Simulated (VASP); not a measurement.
# I (Cmce) in VASP: notebook, part 2 of 2

VASP 6.6.1. The steps go on from the part before.

## 5. Single point, r2SCAN

This run uses another cell than the first one, of 43.48 Å³/atom, 1.063 times its volume.

Input file POSCAR:

```
I
1.0
    3.6591087810     -2.4108815219      0.0000000000
    3.6591087810      2.4108815219      0.0000000000
    0.0000000000      0.0000000000      9.8582991087
I
4
Direct
    0.6493000000      0.3507000000      0.3844000000
    0.1493000000      0.8507000000      0.1156000000
    0.3507000000      0.6493000000      0.6156000000
    0.8507000000      0.1493000000      0.8844000000
```

Input file INCAR.step1:

```
SYSTEM = I
PREC = Accurate ; ENCUT = 520
ISMEAR = -1 ; SIGMA = 0.05
LREAL = .False. ; LASPH = .True.
NELM = 60 ; NBANDS = 22
GGA = PE ; ALGO = Normal
EDIFF = 1E-4 ; LWAVE = .True.
LCHARG = .False.
```

Input file INCAR.step2:

```
SYSTEM = I
PREC = Accurate ; ENCUT = 520
EDIFF = 1E-6 ; ISMEAR = -1
SIGMA = 0.05 ; LREAL = .False.
LASPH = .True. ; NELM = 60
ALGO = Normal ; ISIF = 2
LWAVE = .False. ; LCHARG = .True.
METAGGA = R2SCAN ; LMIXTAU = .True.
LELF = .True. ; LVHAR = .True.
NBANDS = 22 ; ISTART = 1
```

Input file KPOINTS:

```
regular mesh
0
Gamma
  7 7 3
  0 0 0
```

Potentials or basis: VASP PAW PBE potentials, release 64 (I).

The run is started by

```sh
> cat potpaw_PBE.64/I/POTCAR > POTCAR
> cp INCAR.step1 INCAR
> mpirun -np 1 vasp_std > vasp.out
> cp INCAR.step2 INCAR
> mpirun -np 1 vasp_std > vasp.out
```

OUTCAR:

```text
SYSTEM = I
   PREC = Accurate
   ENCUT = 520
   EDIFF = 1E-6
   ISMEAR = -1
   LREAL = .False.
   LASPH = .True.
   NELM = 60
   ISIF = 2
   METAGGA = R2SCAN
   ISTART = 1

 ion  position               nearest neighbor table
   1  0.649  0.351  0.384-   3 2.70
   2  0.149  0.851  0.116-   4 2.70
   3  0.351  0.649  0.616-   1 2.70
   4  0.851  0.149  0.884-   2 2.70

  LATTYP: Found a base centered orthorhombic cell.
 ALAT       =     4.8217630438
 B/A-ratio  =     1.5177472421
 C/A-ratio  =     2.0445424255

  Lattice vectors:

 A1 = (  -3.6591087810,  -2.4108815219,   0.0000000000)
 A2 = (   3.6591087810,  -2.4108815219,   0.0000000000)
 A3 = (   0.0000000000,   0.0000000000,   9.8582991087)

Analysis of symmetry for initial positions (statically):
=====================================================================
 Subroutine PRICEL returns:
 Original cell was already a primitive cell.

 Routine SETGRP: Setting up the symmetry group for a
 base centered orthorhombic supercell.
[... 164 lines left out ...]

 Free energy of the ion-electron system (eV)
  ---------------------------------------------------
  ext. energy  EPLUGINS =         0.00000000
  ---------------------------------------------------
  free energy    TOTEN  =       -98.17136777 eV

  energy without entropy =      -98.17136770  energy(sigma->0) =      -98.17136773

 E-fermi :   2.7798     XC(G=0):  -8.3058

 val. band max:        2.0082021379   @ k =   0.0000   0.0000   0.0000
 cond. band min:       3.5303576116   @ k =   0.4286   0.4286   0.0000
 fundamental gap:      1.5221554737
 Fermi energy:         2.7797777067

 k-point     1 :       0.0000    0.0000    0.0000
  band No.  band energies     occupation
      1     -11.9164      2.00000
      2     -11.4508      2.00000
      3      -9.7721      2.00000
      4      -8.8045      2.00000
      5      -2.5671      2.00000
      6      -1.2143      2.00000
[... 589 lines left out ...]
     21      10.6321      0.00000
     22      11.1082      0.00000

 [... further k-points ...]
[... 5 lines left out ...]
  --------------------------------------------------------------------------------------
  -------------------------------------------------------------------------------------
  Total        0.5307479      0.3826573      1.1283977      0.0000000     -0.0000000      0.0000000
  in kB        4.8889515      3.5248242     10.3941652      0.0000000     -0.0000000      0.0000000
  external PRESSURE =       6.2693136 kB  Pullay stress =       0.0000000 kB

 VOLUME and BASIS-vectors are now :
 -----------------------------------------------------------------------------
  energy-cutoff  :      520.00
  volume of cell :      173.93
      direct lattice vectors                 reciprocal lattice vectors
     3.659108781 -2.410881522  0.000000000     0.136645295 -0.207393020  0.000000000
     3.659108781  2.410881522  0.000000000     0.136645295  0.207393020  0.000000000
     0.000000000  0.000000000  9.858299109     0.000000000  0.000000000  0.101437377

 POSITION                                       TOTAL-FORCE (eV/Angst)
 -----------------------------------------------------------------------------------
      3.65911     -0.71989      3.78953         0.000000     -0.201235     -0.416771
      3.65911      1.69099      1.13962         0.000000     -0.201235      0.416771
      3.65911      0.71989      6.06877         0.000000      0.201235      0.416771
      3.65911     -1.69099      8.71868         0.000000      0.201235     -0.416771
 -----------------------------------------------------------------------------------
    total drift:                               -0.000000     -0.000000     -0.000000

  FREE ENERGIE OF THE ION-ELECTRON SYSTEM (eV)
  ---------------------------------------------------
  free  energy   TOTEN  =       -98.1713677679 eV

  energy  without entropy=      -98.1713676966  energy(sigma->0) =      -98.17136773
```

OUTCAR.step1:

```text
SYSTEM = I
   PREC = Accurate
   ENCUT = 520
   ISMEAR = -1
   LREAL = .False.
   LASPH = .True.
[... 832 lines left out ...]
      3.65911      1.69099      1.13962         0.000000     -0.289689      0.606571
      3.65911      0.71989      6.06877         0.000000      0.289689      0.606571
      3.65911     -1.69099      8.71868         0.000000      0.289689     -0.606571
 -----------------------------------------------------------------------------------
    total drift:                               -0.000000     -0.000000     -0.000000

  FREE ENERGIE OF THE ION-ELECTRON SYSTEM (eV)
  ---------------------------------------------------
  free  energy   TOTEN  =        -5.9202327216 eV

  energy  without entropy=       -5.9202320939  energy(sigma->0) =       -5.92023241
```

OSZICAR.step1:

```text
N       E                     dE             d eps       ncg     rms          rms(c)
DAV:   1     0.155905652863E+03    0.15591E+03   -0.10220E+04  1408   0.101E+03
DAV:   2     0.631434472751E+01   -0.14959E+03   -0.14498E+03  1944   0.156E+02
DAV:   3    -0.587886230395E+01   -0.12193E+02   -0.12151E+02  1784   0.511E+01
DAV:   4    -0.615220693779E+01   -0.27334E+00   -0.27329E+00  1832   0.905E+00
DAV:   5    -0.615831982423E+01   -0.61129E-02   -0.61128E-02  1734   0.135E+00    0.944E+00
DAV:   6    -0.598002580388E+01    0.17829E+00   -0.15561E-01  1654   0.176E+00    0.645E+00
DAV:   7    -0.593077984910E+01    0.49246E-01   -0.39317E-01  1606   0.277E+00    0.672E-01
DAV:   8    -0.592000615839E+01    0.10774E-01   -0.55829E-02  1540   0.110E+00    0.350E-01
DAV:   9    -0.592012692936E+01   -0.12077E-03   -0.13953E-03  1738   0.205E-01    0.206E-01
DAV:  10    -0.592022694357E+01   -0.10001E-03   -0.10515E-04  1070   0.617E-02    0.153E-01
DAV:  11    -0.592023272163E+01   -0.57781E-05   -0.45925E-05   974   0.361E-02
   1 F= -.59202327E+01 E0= -.59202324E+01  d E =-.627734E-06
```

Wall time 6.1 min (1 thread of Intel Xeon 6975P-C, shared host); peak memory 0.39 GiB.

What came out:

- Free energy: -98.1714 eV
- Pressure: 0.6 GPa
- Largest force: 0.463 eV/Å
- Band gap on the k mesh: 1.52 eV, indirect (least direct gap 1.60 eV)

Forces in eV/Å, atoms in the order of the input:
```
I    0.000 -0.201 -0.417
I    0.000 -0.201  0.417
I    0.000  0.201  0.417
I    0.000  0.201 -0.417
```

Stress tensor (GPa, compression positive):
```
0.49 0.00 0.00
0.00 0.35 0.00
0.00 0.00 1.04
```

Levels at points of the mesh, in eV from the valence-band top:
| k point | band 11 | band 12 | band 13 | band 14 | band 15 | band 16 | band 17 | band 18 |
| --- | --- | --- | --- | --- | --- | --- | --- | --- |
| (0.00, 0.00, 0.00) | -1.08 | -0.51 | -0.07 | 0.00 | 1.60 | 2.42 | 5.81 | 5.94 |

Caveat: the PAW data sets were made with another functional, which shifts forces and pressure a little; spin-orbit coupling is left out, which moves the levels of the heavy elements.

## 6. Single point, r2SCAN

This run uses another cell than the first one, of 44.34 Å³/atom, 1.083 times its volume.

Input file POSCAR:

```
I
1.0
    3.6828698935     -2.4265370353      0.0000000000
    3.6828698935      2.4265370353      0.0000000000
    0.0000000000      0.0000000000      9.9223158317
I
4
Direct
    0.6493000000      0.3507000000      0.3844000000
    0.1493000000      0.8507000000      0.1156000000
    0.3507000000      0.6493000000      0.6156000000
    0.8507000000      0.1493000000      0.8844000000
```

Input file INCAR.step1:

```
ALGO = Normal
EDIFF = 1E-4
ENCUT = 520
GGA = PE
ISMEAR = -1
LASPH = T
LCHARG = F
LREAL = F
LWAVE = T
NBANDS = 22
NELM = 80
PREC = Accurate
SIGMA = 0.05
```

Input file INCAR.step2:

```
ALGO = Normal
EDIFF = 1E-7
ENCUT = 520
ISIF = 2
ISMEAR = -1
ISTART = 1
LASPH = T
LCHARG = T
LELF = T
LMIXTAU = T
LREAL = F
LVHAR = T
LWAVE = F
METAGGA = R2SCAN
NBANDS = 22
NELM = 80
PREC = Accurate
SIGMA = 0.05
```

Input file KPOINTS:

```
k-points
0
Gamma
  7 7 3
```

Potentials or basis: VASP PAW PBE potentials, release 64 (I).

The run is started by

```sh
> cat potpaw_PBE.64/I/POTCAR > POTCAR
> cp INCAR.step1 INCAR
> mpirun -np 1 vasp_std > vasp.out
> cp INCAR.step2 INCAR
> mpirun -np 1 vasp_std > vasp.out
```

Wall time 7.7 min (1 thread of Intel Xeon 6975P-C, shared host); peak memory 0.39 GiB.

Results (log left out):

- Free energy: -98.1799 eV
- Pressure: 0.1 GPa
- Largest force: 0.308 eV/Å
- Band gap on the k mesh: 1.48 eV, indirect (least direct gap 1.55 eV)

Forces on the atoms (eV/Å):
```
I    0.000 -0.107 -0.289
I    0.000 -0.107  0.289
I    0.000  0.107  0.289
I    0.000  0.107 -0.289
```

Stress tensor (GPa, compression positive):
```
 0.37  0.00  0.00
 0.00 -0.11  0.00
 0.00  0.00  0.16
```

Levels at points of the mesh, in eV from the valence-band top:
```csv
k point,band 10,band 11,band 12,band 13,band 14,band 15,band 16,band 17,band 18,band 19
"(0.00, 0.00, 0.00)",-1.14,-1.05,-0.50,-0.07,0.00,1.55,2.36,5.86,5.92,6.04
```

Caveat: the PAW data sets were made with another functional, which shifts forces and pressure a little; spin-orbit coupling is left out, which moves the levels of the heavy elements. A k mesh can miss the band edges.

## 7. The runs side by side

| cell | gap on the mesh (eV) | pressure (GPa) | largest force (eV/Å) |
| --- | --- | --- | --- |
| a = 4.294, b = 4.294, c = 9.661 Å, angles 90.0, 90.0, 66.8°, 4 atoms | 1.67 | 2.5 | 1.01 |
| a = 4.324, b = 4.324, c = 9.728 Å, angles 90.0, 90.0, 66.8°, 4 atoms | 1.62 | 1.8 | 0.82 |
| a = 4.353, b = 4.353, c = 9.793 Å, angles 90.0, 90.0, 66.8°, 4 atoms | 1.57 | 1.2 | 0.63 |
| a = 4.382, b = 4.382, c = 9.858 Å, angles 90.0, 90.0, 66.8°, 4 atoms | 1.52 | 0.6 | 0.46 |
| a = 4.410, b = 4.410, c = 9.922 Å, angles 90.0, 90.0, 66.8°, 4 atoms | 1.48 | 0.1 | 0.31 |

Alike in all rows: task single point; level r2SCAN; potentials or basis VASP PAW PBE potentials, release 64 (I); no spin polarisation; k mesh 7 × 7 × 3; cutoff (eV) 520; smearing fermi-dirac 0.05 eV.

Caveats: the PAW data sets were made with another functional, which shifts forces and pressure a little; spin-orbit coupling is left out, which moves the levels of the heavy elements.

Total energies depend on the potentials used, so only differences within one code and one set of settings carry meaning.
